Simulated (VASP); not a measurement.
# HfN (F-43m) in VASP: notebook

Runs on HfN. Level: PBEsol. Tasks: single point, relaxation of cell and atoms.

Program: VASP 6.6.1. These are calculated values, not measurements. Logs are shortened: lines on timing, memory, paths and dates and some standing lists are left out, and cuts for length are marked.

### Step 1. The cell of the first run

It takes space group F-43m (No. 216, cubic). Conventional cell: a = 4.733 Å, b = 4.733 Å, c = 4.733 Å, α = 90.00°, β = 90.00°, γ = 90.00°. Hf (site symmetry -43m) has 4 N at 2.05 Å within 2.7 Å. N (site symmetry -43m) has 4 Hf at 2.05 Å within 2.7 Å.

### Step 2. Single point, PBEsol

Input file INCAR:

```
SYSTEM = HfN
PREC = Accurate
ENCUT = 520
EDIFF = 1E-7
ISMEAR = 1
SIGMA = 0.1
LREAL = .FALSE.
LASPH = .TRUE.
NELM = 60
ALGO = Normal
ISIF = 2
LWAVE = .FALSE.
LCHARG = .TRUE.
GGA = PS
LELF = .TRUE.
LVHAR = .TRUE.
NBANDS = 14
```

Input file KPOINTS:

```
regular mesh
0
G
  11 11 11
  0 0 0
```

Input file POSCAR:

```
HfN
1.0
    0.0000000000      2.3667074021      2.3667074021
    2.3667074021      0.0000000000      2.3667074021
    2.3667074021      2.3667074021      0.0000000000
Hf N
1 1
Direct
    0.0000000000      0.0000000000      0.0000000000
    0.7500000000      0.7500000000      0.7500000000
```

Potentials or basis: VASP PAW PBE potentials, release 64 (Hf_pv, N).

On the command line:

```bash
cat potpaw_PBE.64/Hf_pv/POTCAR potpaw_PBE.64/N/POTCAR > POTCAR
mpirun -np 1 vasp_std > vasp.out
```

OUTCAR:

```text
SYSTEM = HfN
   PREC = Accurate
   ENCUT = 520
   EDIFF = 1E-7
   ISMEAR = 1
   LREAL = .FALSE.
   LASPH = .TRUE.
   NELM = 60
   ISIF = 2
   GGA = PS

 ion  position               nearest neighbor table
   1  0.000  0.000  0.000-   2 2.05   2 2.05   2 2.05   2 2.05
   2  0.750  0.750  0.750-   1 2.05   1 2.05   1 2.05   1 2.05

  LATTYP: Found a face centered cubic cell.
 ALAT       =     4.7334148042

  Lattice vectors:

 A1 = (   0.0000000000,   2.3667074021,   2.3667074021)
 A2 = (   2.3667074021,   0.0000000000,   2.3667074021)
 A3 = (   2.3667074021,   2.3667074021,   0.0000000000)

Analysis of symmetry for initial positions (statically):
=====================================================================
 Subroutine PRICEL returns:
 Original cell was already a primitive cell.

 Routine SETGRP: Setting up the symmetry group for a
 face centered cubic supercell.

 Subroutine GETGRP returns: Found 24 space group operations
 (whereof 24 operations were pure point group operations)
 out of a pool of 48 trial point group operations.

The static configuration has the point symmetry T_d .

Analysis of symmetry for dynamics (positions and initial velocities):
=====================================================================
 Subroutine PRICEL returns:
 Original cell was already a primitive cell.

 Routine SETGRP: Setting up the symmetry group for a
 face centered cubic supercell.

 Subroutine GETGRP returns: Found 24 space group operations
 (whereof 24 operations were pure point group operations)
 out of a pool of 48 trial point group operations.

The dynamic configuration has the point symmetry T_d .

 Subroutine INISYM returns: Found 24 space group operations
 (whereof 24 operations are pure point group operations),
 and found     1 'primitive' translations

----------------------------------------------------------------------------------------

                                     Primitive cell

  volume of cell :      26.5133

  direct lattice vectors                    reciprocal lattice vectors
     0.000000000  2.366707402  2.366707402    -0.211263969  0.211263969  0.211263969
     2.366707402  0.000000000  2.366707402     0.211263969 -0.211263969  0.211263969
     2.366707402  2.366707402  0.000000000     0.211263969  0.211263969 -0.211263969

  length of vectors
     3.347029706  3.347029706  3.347029706     0.365919929  0.365919929  0.365919929

  position of ions in fractional coordinates (direct lattice)
     0.000000000  0.000000000  0.000000000
     0.750000000  0.750000000  0.750000000

  ion indices of the primitive-cell ions
   primitive index   ion index
                 1           1
                 2           2

[... 85 lines left out ...]
   EFERMI =   0.00;   METHOD = LEGACY
   ISMEAR =     1;   SIGMA  =   0.10  broadening in eV -4-tet -1-fermi 0-gaus
   EFERMI_NEDOS =   21; number of points for ismear=-14 and -15
   IALGO  =     38    algorithm
   IMIX   =      4    mixing-type and parameters
     AMIX     =   0.40;   BMIX     =  1.00
     AMIX_MAG =   1.60;   BMIX_MAG =  1.00
  volume/ion in A,a.u.               =      13.26        89.46
  Fermi-wavevector in a.u.,A,eV,Ry     =   1.353996  2.558681 24.943627  1.833305
  Thomas-Fermi vector in A             =   2.481205
   LORBIT       =      0    0 simple, 1 ext, 2 COOP (PROOUT), +10 PAW based schemes
   GGA     = PS    functional components
   LHFCALC =     F    Hartree Fock is set to
   AEXX    =    0.0000 exact exchange contribution
   IVDW    =     0    specifies the selected vdW correction
   LEPSILON=     F    determine dielectric tensor
   LRPA    =     F    only Hartree local field effects (RPA)
 non-spin polarized calculation
 Methfessel and Paxton  Order N= 1 SIGMA  =   0.10
  energy-cutoff  :      520.00
  volume of cell :       26.51
 maximum number of plane-waves:       728
 NGX is ok and might be reduce to    28
   NGX = 13   NGY = 13   NGZ = 13

 number of electron      14.9999999 magnetization

 Free energy of the ion-electron system (eV)
  ---------------------------------------------------
  ext. energy  EPLUGINS =         0.00000000
  ---------------------------------------------------
  free energy    TOTEN  =       -22.14524401 eV

  energy without entropy =      -22.14591186  energy(sigma->0) =      -22.14546663

 E-fermi :   6.3985     XC(G=0): -11.9282

 val. band max:        6.3380208798   @ k =   0.4545   0.2727   0.0909
 cond. band min:       6.4726919199   @ k =   0.0909   0.0000   0.0000
 fundamental gap:      0.1346710401
 Fermi energy:         6.3984917161

 k-point     1 :       0.0000    0.0000    0.0000
  band No.  band energies     occupation
      1     -24.1938      2.00000
      2     -24.1938      2.00000
      3     -24.1938      2.00000
      4     -10.1909      2.00000
      5       0.4880      2.00000
      6       0.4880      2.00000
      7       0.4880      2.00000
      8       6.0096      2.00000
      9       8.9356      0.00000
     10       8.9356      0.00000
     11      13.7745      0.00000
     12      13.7745      0.00000
     13      13.7745      0.00000
     14      19.3001      0.00000
[... 377 lines left out ...]
      1     -24.6168      2.00000
      2     -24.3551      2.00000
      3     -24.2437      2.00000
      4      -9.1896      2.00000
      5      -0.0975      2.00000
      6       1.0332      2.00000
      7       1.0390      2.00000
      8       7.6771     -0.00000
      9       8.5346      0.00000
     10       9.1031      0.00000
     11      12.6304      0.00000
     12      14.0682      0.00000
     13      14.9580      0.00000
     14      16.3347      0.00000

 [... further k-points ...]

------------------------ aborting loop because EDIFF is reached ----------------------------------------

  FORCE on cell =-STRESS in cart. coord.  units (eV):
  Direction    XX          YY          ZZ          XY          YZ          ZX
  --------------------------------------------------------------------------------------
  -------------------------------------------------------------------------------------
  Total        3.2178224      3.2178224      3.2178224      0.0000000      0.0000000      0.0000000
  in kB      194.4504516    194.4504516    194.4504516      0.0000000      0.0000000      0.0000000
  external PRESSURE =     194.4504516 kB  Pullay stress =       0.0000000 kB

 VOLUME and BASIS-vectors are now :
 -----------------------------------------------------------------------------
  energy-cutoff  :      520.00
  volume of cell :       26.51
      direct lattice vectors                 reciprocal lattice vectors
     0.000000000  2.366707402  2.366707402    -0.211263969  0.211263969  0.211263969
     2.366707402  0.000000000  2.366707402     0.211263969 -0.211263969  0.211263969
     2.366707402  2.366707402  0.000000000     0.211263969  0.211263969 -0.211263969

 POSITION                                       TOTAL-FORCE (eV/Angst)
 -----------------------------------------------------------------------------------
      0.00000      0.00000      0.00000         0.000000      0.000000     -0.000000
      3.55006      3.55006      3.55006        -0.000000     -0.000000      0.000000
 -----------------------------------------------------------------------------------
    total drift:                                0.000000      0.000000      0.000000

  FREE ENERGIE OF THE ION-ELECTRON SYSTEM (eV)
  ---------------------------------------------------
  free  energy   TOTEN  =       -22.1452440068 eV

  energy  without entropy=      -22.1459118638  energy(sigma->0) =      -22.14546663
```

OSZICAR:

```text
N       E                     dE             d eps       ncg     rms          rms(c)
DAV:   1     0.414449898607E+02    0.41445E+02   -0.78425E+03  1576   0.995E+02
DAV:   2    -0.231833550676E+02   -0.64628E+02   -0.60583E+02  2124   0.237E+02
DAV:   3    -0.254163003352E+02   -0.22329E+01   -0.22266E+01  1802   0.366E+01
DAV:   4    -0.254269149667E+02   -0.10615E-01   -0.10614E-01  1838   0.303E+00
DAV:   5    -0.254270089871E+02   -0.94020E-04   -0.94020E-04  1838   0.248E-01    0.663E+01
DAV:   6    -0.222288751740E+02    0.31981E+01   -0.10591E+01  1712   0.240E+01    0.462E+01
DAV:   7    -0.221660326715E+02    0.62843E-01   -0.57353E-01  1760   0.692E+00    0.252E+01
DAV:   8    -0.221492652454E+02    0.16767E-01   -0.50816E-02  1892   0.210E+00    0.498E+00
DAV:   9    -0.221454781390E+02    0.37871E-02   -0.12724E-02  1760   0.810E-01    0.174E+00
DAV:  10    -0.221452838109E+02    0.19433E-03   -0.14388E-03  1874   0.354E-01    0.409E-01
DAV:  11    -0.221452465088E+02    0.37302E-04   -0.12186E-04  1772   0.107E-01    0.771E-02
DAV:  12    -0.221452440738E+02    0.24351E-05   -0.17993E-05  2126   0.337E-02    0.168E-02
DAV:  13    -0.221452440068E+02    0.67012E-07   -0.64380E-07  1706   0.774E-03
   1 F= -.22145244E+02 E0= -.22145467E+02  d E =0.667857E-03
```

stdout:

```text
POSCAR found type information on POSCAR HfN
 POSCAR found :  2 types and       2 ions
 scaLAPACK will be used
 -----------------------------------------------------------------------------
|                                                                             |
|                                                                             |
|     You enforced a specific xc type in the INCAR file but a different       |
|     I HOPE YOU KNOW WHAT YOU ARE DOING!                                     |
|                                                                             |
 -----------------------------------------------------------------------------

 LDA part: xc-table for (Slater+PW92), standard interpolation
 POSCAR, INCAR and KPOINTS ok, starting setup
 FFT: planning ... GRIDC
 FFT: planning ... GRID_SOFT
 FFT: planning ... GRID
 WAVECAR not read
 entering main loop
```

It took 33 s on 1 thread of Intel Xeon 8259CL, shared host; peak memory 0.17 GiB.

What came out:

```yaml
Free_energy: -22.1452 eV
Pressure: 19.4 GPa
```

Levels at points of the mesh, in eV from the Fermi level:
```
           k point  band 5  band 6  band 7  band 8  band 9  band 10
(0.00, 0.00, 0.00)   -5.91   -5.91   -5.91   -0.39    2.54     2.54
```

Caveat: the PAW data sets were made with another functional, which shifts forces and pressure a little; spin-orbit coupling is left out, which moves the levels of the heavy elements.

### Step 3. Single point, PBEsol

This run uses another cell than the first one, of 13.77 Å³/atom, 1.039 times its volume.

Input file INCAR:

```
  PREC = Accurate
  ENCUT = 520
  EDIFF = 1E-6
  ISMEAR = 1
  SIGMA = 0.1
  LREAL = F
  LASPH = T
  NELM = 80
  ALGO = Normal
  ISIF = 2
  LWAVE = F
  LCHARG = T
  GGA = PS
  LELF = T
  LVHAR = T
  NBANDS = 14
```

Input file KPOINTS:

```
regular mesh
0
Gamma
  11 11 11
```

Input file POSCAR:

```
HfN
1.0
    0.0000000000      2.3970585830      2.3970585830
    2.3970585830      0.0000000000      2.3970585830
    2.3970585830      2.3970585830      0.0000000000
Hf N
1 1
Direct
    0.0000000000      0.0000000000      0.0000000000
    0.7500000000      0.7500000000      0.7500000000
```

Potentials or basis: VASP PAW PBE potentials, release 64 (Hf_pv, N).

On the command line:

```bash
cat potpaw_PBE.64/Hf_pv/POTCAR potpaw_PBE.64/N/POTCAR > POTCAR
mpirun -np 1 vasp_std > vasp.out
```

Run time: 31 s. Hardware: 1 thread of Intel Xeon 8259CL, shared host; peak memory 0.17 GiB.

It converged, with:

- Free energy: -22.2377 eV
- Pressure: 9.3 GPa

Levels at points of the mesh, in eV from the Fermi level:
| k point | band 4 | band 5 | band 6 | band 7 | band 8 | band 9 | band 10 | band 11 |
| --- | --- | --- | --- | --- | --- | --- | --- | --- |
| (0.00, 0.00, 0.00) | -16.38 | -5.71 | -5.71 | -5.71 | -0.48 | 2.45 | 2.45 | 7.13 |

Caveat: the PAW data sets were made with another functional, which shifts forces and pressure a little; spin-orbit coupling is left out, which moves the levels of the heavy elements.

### Step 4. Single point, PBEsol

This run uses another cell than the first one, of 14.42 Å³/atom, 1.087 times its volume.

Input file INCAR:

```
SYSTEM = HfN
PREC = Accurate ; ENCUT = 520
EDIFF = 1E-6 ; ISMEAR = 1
SIGMA = 0.1 ; LREAL = .FALSE.
LASPH = .TRUE. ; NELM = 80
ALGO = Normal ; ISIF = 2
LWAVE = .FALSE. ; LCHARG = .TRUE.
GGA = PS ; LELF = .TRUE.
LVHAR = .TRUE. ; NBANDS = 14
```

Input file KPOINTS:

```
regular mesh
0
G
  11 11 11
  0 0 0
```

Input file POSCAR:

```
HfN
1.0
    0.0000000000      2.4337970843      2.4337970843
    2.4337970843      0.0000000000      2.4337970843
    2.4337970843      2.4337970843      0.0000000000
Hf N
1 1
Direct
    0.0000000000      0.0000000000      0.0000000000
    0.7500000000      0.7500000000      0.7500000000
```

On the command line:

```bash
cat potpaw_PBE.64/Hf_pv/POTCAR potpaw_PBE.64/N/POTCAR > POTCAR
mpirun -np 1 vasp_std > vasp.out
```

Run time: 31 s. Hardware: 1 thread of Intel Xeon 8259CL, shared host; peak memory 0.17 GiB.

It converged, with:

```
Free energy : -22.2709 eV
Pressure    : -0.9 GPa
```

Levels at points of the mesh, in eV from the Fermi level:
| k point | band 5 | band 6 | band 7 | band 8 | band 9 | band 10 |
| --- | --- | --- | --- | --- | --- | --- |
| (0.00, 0.00, 0.00) | -5.49 | -5.49 | -5.49 | -0.59 | 2.34 | 2.34 |

Caveat: the PAW data sets were made with another functional, which shifts forces and pressure a little; spin-orbit coupling is left out, which moves the levels of the heavy elements.

### Step 5. Single point, PBEsol

This run uses another cell than the first one, of 14.08 Å³/atom, 1.062 times its volume.

Input file INCAR:

```
SYSTEM = HfN
ALGO     = Normal         ! electronic algorithm
EDIFF    = 1E-6           ! SCF threshold, eV
ENCUT    = 520            ! plane-wave cutoff, eV
GGA      = PS             ! functional
ISIF     = 2              ! what is computed and relaxed
ISMEAR   = 1              ! smearing method
LASPH    = .True.         ! aspherical terms in the spheres
LCHARG   = .False.        ! write CHGCAR
LREAL    = .False.        ! projectors in reciprocal space
LWAVE    = .False.        ! write WAVECAR
NBANDS   = 14             ! bands
NELM     = 100            ! most SCF steps
PREC     = Accurate       ! precision mode
SIGMA    = 0.1            ! smearing width, eV
```

Input file KPOINTS:

```
k-points
0
Gamma
  11 11 11
  0 0 0
```

Input file POSCAR:

```
HfN
1.0
    0.0000000000      2.4144673928      2.4144673928
    2.4144673928      0.0000000000      2.4144673928
    2.4144673928      2.4144673928      0.0000000000
Hf N
1 1
Direct
    0.0000000000      0.0000000000      0.0000000000
    0.7500000000      0.7500000000      0.7500000000
```

Potentials or basis: VASP PAW PBE potentials, release 64 (Hf_pv, N).

On the command line:

```bash
cat potpaw_PBE.64/Hf_pv/POTCAR potpaw_PBE.64/N/POTCAR > POTCAR
mpirun -np 1 vasp_std > vasp.out
```

OUTCAR:

```text
SYSTEM = HfN
   EDIFF = 1E-6
   ENCUT = 520
   GGA = PS
   ISIF = 2
   ISMEAR = 1
   LASPH = .True.
   LREAL = .False.
   NELM = 100
   PREC = Accurate

 ion  position               nearest neighbor table
   1  0.000  0.000  0.000-   2 2.09   2 2.09   2 2.09   2 2.09
   2  0.750  0.750  0.750-   1 2.09   1 2.09   1 2.09   1 2.09

  LATTYP: Found a face centered cubic cell.
 ALAT       =     4.8289347856

  Lattice vectors:

 A1 = (   0.0000000000,   2.4144673928,   2.4144673928)
 A2 = (   2.4144673928,   0.0000000000,   2.4144673928)
 A3 = (   2.4144673928,   2.4144673928,   0.0000000000)

Analysis of symmetry for initial positions (statically):
=====================================================================
 Subroutine PRICEL returns:
 Original cell was already a primitive cell.

 Routine SETGRP: Setting up the symmetry group for a
 face centered cubic supercell.

 Subroutine GETGRP returns: Found 24 space group operations
 (whereof 24 operations were pure point group operations)
 out of a pool of 48 trial point group operations.

The static configuration has the point symmetry T_d .

Analysis of symmetry for dynamics (positions and initial velocities):
[... 177 lines left out ...]
      9       8.3091      0.00000
     10       8.3091      0.00000
     11      12.8991      0.00000
     12      12.8991      0.00000
     13      12.8991      0.00000
     14      18.5284      0.00000
[... 377 lines left out ...]
      1     -25.2225      2.00000
      2     -25.0188      2.00000
      3     -24.9313      2.00000
      4      -9.4876      2.00000
      5      -0.3319      2.00000
      6       0.7779      2.00000
      7       0.8055      2.00000
      8       7.1612     -0.00000
      9       7.9074      0.00000
     10       8.4604      0.00000
     11      11.6502      0.00000
     12      13.0444      0.00000
     13      13.8554      0.00000
     14      15.4558      0.00000

 [... further k-points ...]

------------------------ aborting loop because EDIFF is reached ----------------------------------------

  FORCE on cell =-STRESS in cart. coord.  units (eV):
  Direction    XX          YY          ZZ          XY          YZ          ZX
  --------------------------------------------------------------------------------------
  -------------------------------------------------------------------------------------
  Total        0.7472157      0.7472157      0.7472157      0.0000000      0.0000000     -0.0000000
  in kB       42.5267844     42.5267844     42.5267844      0.0000000      0.0000000     -0.0000000
  external PRESSURE =      42.5267844 kB  Pullay stress =       0.0000000 kB

 VOLUME and BASIS-vectors are now :
 -----------------------------------------------------------------------------
  energy-cutoff  :      520.00
  volume of cell :       28.15
      direct lattice vectors                 reciprocal lattice vectors
     0.000000000  2.414467393  2.414467393    -0.207085008  0.207085008  0.207085008
     2.414467393  0.000000000  2.414467393     0.207085008 -0.207085008  0.207085008
     2.414467393  2.414467393  0.000000000     0.207085008  0.207085008 -0.207085008

 POSITION                                       TOTAL-FORCE (eV/Angst)
 -----------------------------------------------------------------------------------
      0.00000      0.00000      0.00000        -0.000000     -0.000000     -0.000000
      3.62170      3.62170      3.62170         0.000000      0.000000      0.000000
 -----------------------------------------------------------------------------------
    total drift:                                0.000000      0.000000      0.000000

  FREE ENERGIE OF THE ION-ELECTRON SYSTEM (eV)
  ---------------------------------------------------
  free  energy   TOTEN  =       -22.2635041596 eV

  energy  without entropy=      -22.2634634873  energy(sigma->0) =      -22.26349060
```

OSZICAR:

```text
N       E                     dE             d eps       ncg     rms          rms(c)
DAV:   1     0.405551973111E+02    0.40555E+02   -0.78103E+03  1576   0.987E+02
DAV:   2    -0.231687810318E+02   -0.63724E+02   -0.59564E+02  2158   0.232E+02
DAV:   3    -0.255445811059E+02   -0.23758E+01   -0.23689E+01  1778   0.375E+01
DAV:   4    -0.255572165115E+02   -0.12635E-01   -0.12635E-01  1916   0.325E+00
DAV:   5    -0.255573396804E+02   -0.12317E-03   -0.12317E-03  1772   0.280E-01    0.594E+01
DAV:   6    -0.223817390897E+02    0.31756E+01   -0.11206E+01  1694   0.237E+01    0.424E+01
DAV:   7    -0.222889092895E+02    0.92830E-01   -0.63917E-01  1694   0.716E+00    0.250E+01
DAV:   8    -0.222694128691E+02    0.19496E-01   -0.78785E-02  1850   0.254E+00    0.572E+00
DAV:   9    -0.222637309590E+02    0.56819E-02   -0.16755E-02  1790   0.950E-01    0.176E+00
DAV:  10    -0.222635511753E+02    0.17978E-03   -0.15663E-03  1826   0.359E-01    0.394E-01
DAV:  11    -0.222635068928E+02    0.44282E-04   -0.13411E-04  1880   0.109E-01    0.863E-02
DAV:  12    -0.222635042576E+02    0.26353E-05   -0.21397E-05  2060   0.362E-02    0.221E-02
DAV:  13    -0.222635041596E+02    0.97945E-07   -0.79312E-07  1066   0.874E-03
   1 F= -.22263504E+02 E0= -.22263491E+02  d E =-.406723E-04
```

Wall time 40 s (1 thread of Intel Xeon 8259CL, shared host); peak memory 0.17 GiB.

Results:

```
Free energy : -22.2635 eV
Pressure    : 4.3 GPa
```

Caveat: the PAW data sets were made with another functional, which shifts forces and pressure a little; spin-orbit coupling is left out, which moves the levels of the heavy elements.

(Continued in part 2 of 2.)
